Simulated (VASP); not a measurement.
Dy3Br: single point with PBE

Dy3Br:

```
Dy Br
1.0
     0.00000    3.90887    3.90887
     3.90887    0.00000    3.90887
     3.90887    3.90887    0.00000
Dy Br
3 1
Direct
  0.75000 0.75000 0.75000
  0.50000 0.50000 0.50000
  0.25000 0.25000 0.25000
  0.00000 0.00000 0.00000
```

The cell was generated, and may not be a known phase.

```
Program                : VASP 6.6.1
Task                   : single point
Functional             : PBE
Potentials or basis    : VASP PAW PBE potentials, release 64 (Dy_3, Br), 4f in core
Cutoff                 : 500 eV
k mesh                 : 10 × 10 × 10
Occupations            : gaussian, width 0.1 eV
Spin                   : no spin polarisation
Dipole correction      : no
Further INCAR settings : ALGO = Normal; EDIFF = 1e-06; NBANDS = 25
```

The pressure is 0.2 GPa and the band gap on the k mesh is zero (bands 17 and 18 overlap by 0.57 eV).

Levels at points of the mesh, in eV from the Fermi level:
| k point | band 13 | band 14 | band 15 | band 16 | band 17 | band 18 | band 19 | band 20 | band 21 | band 22 |
| --- | --- | --- | --- | --- | --- | --- | --- | --- | --- | --- |
| (0.00, 0.00, 0.00) | -5.13 | -3.97 | -1.39 | -1.39 | 0.30 | 0.30 | 0.30 | 1.48 | 1.48 | 1.48 |
| (0.50, 0.00, 0.00) | -5.15 | -1.09 | -1.05 | -0.13 | -0.13 | -0.07 | 0.24 | 0.24 | 1.30 | 1.30 |
| (0.50, 0.50, 0.00) | -4.99 | -2.04 | -2.00 | -0.03 | 0.09 | 0.21 | 0.21 | 0.29 | 1.31 | 1.64 |

Wall time 72 s on 1 thread of Intel(R) Xeon(R) 6975P-C (Granite Rapids) (shared host), peak memory 0.3 GiB.

Caveat: spin-orbit coupling is left out, which moves the levels of the heavy elements; the 4f electrons are frozen in the core, so they carry no moment and show no levels; the run has no spin polarisation, though such a crystal can be magnetic. Spin polarisation is off, so any magnetic state and its effect on volume and gap are missing.
